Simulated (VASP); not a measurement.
# Sc2WS6 (Fm-3m) in VASP: single point with PBE

Aim: the single point of Sc2WS6 with PBE.

All numbers are computed with VASP 6.6.1; they aren't measurements. Logs are shortened: lines on timing, memory, paths and dates and some standing lists are left out, and cuts for length are marked.

## (1) The cell of the first run

The structure is cubic, space group Fm-3m (No. 225). Conventional cell: a = 9.199 Å, b = 9.199 Å, c = 9.199 Å, α = 90.00°, β = 90.00°, γ = 90.00°. Sc (site symmetry -43m) has 12 S at 3.25 Å and 4 W at 3.98 Å within 4.3 Å. W (site symmetry m-3m) has 6 S at 2.23 Å within 2.9 Å. Within 2.9 Å of S (site symmetry 4mm) lie 1 W at 2.23 Å.

## (2) Single point, PBE

Contents of INCAR:

```
SYSTEM = Sc2WS6
  ALGO = Normal
  EDIFF = 1E-6
  ENCUT = 520
  GGA = PE
  ISIF = 2
  ISMEAR = 0
  LASPH = .True.
  LCHARG = .False.
  LREAL = .False.
  LWAVE = .False.
  NBANDS = 46
  NELM = 60
  PREC = Accurate
  SIGMA = 0.1
```

Contents of KPOINTS:

```
k-points
0
Gamma
  4 4 4
  0 0 0
```

Contents of POSCAR:

```
Sc2WS6
1.0
    0.0000000000      4.5996743400      4.5996743400
    4.5996743400      0.0000000000      4.5996743400
    4.5996743400      4.5996743400      0.0000000000
Sc W S
2 1 6
Direct
    0.2500000000      0.2500000000      0.2500000000
    0.7500000000      0.7500000000      0.7500000000
    0.0000000000      0.0000000000      0.0000000000
    0.7577310700      0.2422689300      0.2422689300
    0.2422689300      0.7577310700      0.2422689300
    0.2422689300      0.2422689300      0.7577310700
    0.2422689300      0.7577310700      0.7577310700
    0.7577310700      0.2422689300      0.7577310700
    0.7577310700      0.7577310700      0.2422689300
```

Potentials or basis: VASP PAW PBE potentials, release 64 (Sc_sv, W_sv, S).

Command:

```sh
$ cat potpaw_PBE.64/Sc_sv/POTCAR potpaw_PBE.64/W_sv/POTCAR potpaw_PBE.64/S/POTCAR > POTCAR
$ mpirun -np 1 vasp_std > vasp.out
```

OUTCAR:

```text
SYSTEM = Sc2WS6
   EDIFF = 1E-6
   ENCUT = 520
   GGA = PE
   ISIF = 2
   ISMEAR = 0
   LASPH = .True.
   LREAL = .False.
   NELM = 60
   PREC = Accurate

 ion  position               nearest neighbor table
   1  0.250  0.250  0.250-
   2  0.750  0.750  0.750-
   3  0.000  0.000  0.000-   4 2.23   5 2.23   6 2.23   7 2.23   8 2.23   9 2.23
   4  0.758  0.242  0.242-   3 2.23
   5  0.242  0.758  0.242-   3 2.23
   6  0.242  0.242  0.758-   3 2.23
   7  0.242  0.758  0.758-   3 2.23
   8  0.758  0.242  0.758-   3 2.23
   9  0.758  0.758  0.242-   3 2.23

  LATTYP: Found a face centered cubic cell.
 ALAT       =     9.1993486800

  Lattice vectors:

 A1 = (   0.0000000000,   4.5996743400,   4.5996743400)
 A2 = (   4.5996743400,   0.0000000000,   4.5996743400)
 A3 = (   4.5996743400,   4.5996743400,   0.0000000000)

Analysis of symmetry for initial positions (statically):
=====================================================================
 Subroutine PRICEL returns:
 Original cell was already a primitive cell.

 Routine SETGRP: Setting up the symmetry group for a
 face centered cubic supercell.

 Subroutine GETGRP returns: Found 48 space group operations
 (whereof 48 operations were pure point group operations)
 out of a pool of 48 trial point group operations.

The static configuration has the point symmetry O_h .

Analysis of symmetry for dynamics (positions and initial velocities):
=====================================================================
 Subroutine PRICEL returns:
 Original cell was already a primitive cell.

 Routine SETGRP: Setting up the symmetry group for a
 face centered cubic supercell.

 Subroutine GETGRP returns: Found 48 space group operations
 (whereof 48 operations were pure point group operations)
 out of a pool of 48 trial point group operations.

The dynamic configuration has the point symmetry O_h .

 Subroutine INISYM returns: Found 48 space group operations
 (whereof 48 operations are pure point group operations),
 and found     1 'primitive' translations

----------------------------------------------------------------------------------------

                                     Primitive cell

[... 88 lines left out ...]
   LREAL  =      F    real-space projection
   EDIFFG = 0.1E-04   stopping-criterion for IOM
   NSW    =      0    number of steps for IOM
   IBRION =     -1    ionic relax: 0-MD 1-quasi-New 2-CG
   NFREE  =      0    steps in history (QN), initial steepest desc. (CG)
   ISIF   =      2    stress and relaxation
   ISYM   =      2    0-nonsym 1-usesym 2-fastsym
   POTIM  = 0.5000    time-step for ionic-motion
   TEBEG  =    0.0;   TEEND  =   0.0 temperature during run
   PSTRESS=    0.0 pullay stress
   NELECT =      72.0000    total number of electrons
   NUPDOWN=      -1.0000    fix difference up-down
   EMIN   =  10.00;   EMAX   =-10.00  energy-range for DOS
   EFERMI =   0.00;   METHOD = LEGACY
   ISMEAR =     0;   SIGMA  =   0.10  broadening in eV -4-tet -1-fermi 0-gaus
   EFERMI_NEDOS =   21; number of points for ismear=-14 and -15
   IALGO  =     38    algorithm
   IMIX   =      4    mixing-type and parameters
     AMIX     =   0.40;   BMIX     =  1.00
     AMIX_MAG =   1.60;   BMIX_MAG =  1.00
  volume/ion in A,a.u.               =      21.63       145.94
  Fermi-wavevector in a.u.,A,eV,Ry     =   1.175209  2.220824 18.791239  1.381117
  Thomas-Fermi vector in A             =   2.311594
   LORBIT       =      0    0 simple, 1 ext, 2 COOP (PROOUT), +10 PAW based schemes
   GGA     = PE    functional components
   LHFCALC =     F    Hartree Fock is set to
   AEXX    =    0.0000 exact exchange contribution
   IVDW    =     0    specifies the selected vdW correction
   LEPSILON=     F    determine dielectric tensor
   LRPA    =     F    only Hartree local field effects (RPA)
 non-spin polarized calculation
 Gauss-broadening in eV      SIGMA  =   0.10
  energy-cutoff  :      520.00
  volume of cell :      194.63
 maximum number of plane-waves:      5297
   NGX = 25   NGY = 25   NGZ = 25

 number of electron      71.9999993 magnetization

 Free energy of the ion-electron system (eV)
  ---------------------------------------------------
  ext. energy  EPLUGINS =         0.00000000
  ---------------------------------------------------
  free energy    TOTEN  =       -52.42124765 eV

  energy without entropy =      -52.40417173  energy(sigma->0) =      -52.41270969

 E-fermi :   4.7526     XC(G=0):  -9.7853

 val. band max:        4.7295164718   @ k =   0.2500   0.2500   0.0000
 cond. band min:       4.7851651261   @ k =   0.2500   0.0000   0.0000
 fundamental gap:      0.0556486543
 Fermi energy:         4.7526038592

 k-point     1 :       0.0000    0.0000    0.0000
  band No.  band energies     occupation
      1     -69.8825      2.00000
      2     -46.8112      2.00000
      3     -46.8108      2.00000
      4     -34.2416      2.00000
      5     -34.2416      2.00000
      6     -34.2416      2.00000
[... 381 lines left out ...]
     45       6.1123      0.00000
     46       6.1123      0.00000

------------------------ aborting loop because EDIFF is reached ----------------------------------------

  FORCE on cell =-STRESS in cart. coord.  units (eV):
  Direction    XX          YY          ZZ          XY          YZ          ZX
  --------------------------------------------------------------------------------------
  -------------------------------------------------------------------------------------
  Total        5.6616378      5.6616378      5.6616378     -0.0000000      0.0000000      0.0000000
  in kB       46.6059557     46.6059557     46.6059557     -0.0000000      0.0000000      0.0000000
  external PRESSURE =      46.6059557 kB  Pullay stress =       0.0000000 kB

 VOLUME and BASIS-vectors are now :
 -----------------------------------------------------------------------------
  energy-cutoff  :      520.00
  volume of cell :      194.63
      direct lattice vectors                 reciprocal lattice vectors
     0.000000000  4.599674340  4.599674340    -0.108703348  0.108703348  0.108703348
     4.599674340  0.000000000  4.599674340     0.108703348 -0.108703348  0.108703348
     4.599674340  4.599674340  0.000000000     0.108703348  0.108703348 -0.108703348

 POSITION                                       TOTAL-FORCE (eV/Angst)
 -----------------------------------------------------------------------------------
      2.29984      2.29984      2.29984        -0.000000     -0.000000     -0.000000
      6.89951      6.89951      6.89951         0.000000      0.000000      0.000000
      0.00000      0.00000      0.00000         0.000000      0.000000      0.000000
      2.22872      4.59967      4.59967         3.495582      0.000000      0.000000
      4.59967      2.22872      4.59967         0.000000      3.495582      0.000000
      4.59967      4.59967      2.22872         0.000000      0.000000      3.495582
      6.97063      4.59967      4.59967        -3.495582      0.000000      0.000000
      4.59967      6.97063      4.59967         0.000000     -3.495582      0.000000
      4.59967      4.59967      6.97063         0.000000      0.000000     -3.495582
 -----------------------------------------------------------------------------------
    total drift:                                0.000000      0.000000      0.000000

  FREE ENERGIE OF THE ION-ELECTRON SYSTEM (eV)
  ---------------------------------------------------
  free  energy   TOTEN  =       -52.4212476497 eV

  energy  without entropy=      -52.4041717347  energy(sigma->0) =      -52.41270969
```

OSZICAR:

```text
N       E                     dE             d eps       ncg     rms          rms(c)
DAV:   1     0.935261299816E+03    0.93526E+03   -0.31978E+04   752   0.151E+03
DAV:   2     0.795919789282E+02   -0.85567E+03   -0.83975E+03   736   0.489E+02
DAV:   3    -0.533391296308E+02   -0.13293E+03   -0.12738E+03  1176   0.164E+02
DAV:   4    -0.646447289266E+02   -0.11306E+02   -0.11200E+02  1216   0.486E+01
DAV:   5    -0.648267097541E+02   -0.18198E+00   -0.18125E+00  1128   0.800E+00    0.386E+01
DAV:   6    -0.528986337824E+02    0.11928E+02   -0.35603E+01  1058   0.283E+01    0.171E+01
DAV:   7    -0.527543417008E+02    0.14429E+00   -0.87056E+00  1160   0.137E+01    0.984E+00
DAV:   8    -0.526725425771E+02    0.81799E-01   -0.44669E+00  1210   0.132E+01    0.735E+00
DAV:   9    -0.526188793908E+02    0.53663E-01   -0.26768E+00  1160   0.788E+00    0.384E+00
DAV:  10    -0.524493680826E+02    0.16951E+00   -0.14628E+00  1160   0.686E+00    0.132E+00
DAV:  11    -0.524441702519E+02    0.51978E-02   -0.10602E-01  1098   0.141E+00    0.911E-01
DAV:  12    -0.524223947754E+02    0.21775E-01   -0.35066E-02  1160   0.113E+00    0.343E-01
DAV:  13    -0.524216662399E+02    0.72854E-03   -0.13165E-02  1160   0.563E-01    0.165E-01
DAV:  14    -0.524212949359E+02    0.37130E-03   -0.23606E-03  1156   0.272E-01    0.768E-02
DAV:  15    -0.524212433270E+02    0.51609E-04   -0.45476E-04  1020   0.979E-02    0.128E-02
DAV:  16    -0.524212474897E+02   -0.41627E-05   -0.54500E-05  1138   0.335E-02    0.139E-02
DAV:  17    -0.524212476497E+02   -0.16004E-06   -0.20444E-06   714   0.767E-03
   1 F= -.52421248E+02 E0= -.52412710E+02  d E =-.170759E-01
```

stdout:

```text
POSCAR found type information on POSCAR ScW S
 POSCAR found :  3 types and       9 ions
 scaLAPACK will be used
 LDA part: xc-table for (Slater+PW92), standard interpolation
 POSCAR, INCAR and KPOINTS ok, starting setup
 FFT: planning ... GRIDC
 FFT: planning ... GRID_SOFT
 FFT: planning ... GRID
 WAVECAR not read
 entering main loop
```

Wall time 3.7 min (1 thread of AMD EPYC 7R43 (Zen 3), shared host); peak memory 0.31 GiB.

Results:

- Free energy: -52.4212 eV
- Pressure: 4.7 GPa
- Largest force: 3.496 eV/Å
- Band gap on the k mesh: zero (bands 36 and 37 overlap by 0.20 eV)

Forces in eV/Å, atoms in the order of the input:
```
Sc   0.000  0.000  0.000
Sc   0.000  0.000  0.000
W    0.000  0.000  0.000
S    3.496  0.000  0.000
S    0.000  3.496  0.000
S    0.000  0.000  3.496
S   -3.496  0.000  0.000
S    0.000 -3.496  0.000
S    0.000  0.000 -3.496
```

Caveat: the cell stands under pressure; spin-orbit coupling is left out, which moves the levels of the heavy elements; forces of over 1 eV/Å act on the atoms, so gaps and moduli don't describe the material at rest.

The gap in the log of VASP goes by the Fermi energy; the results here count the filled bands.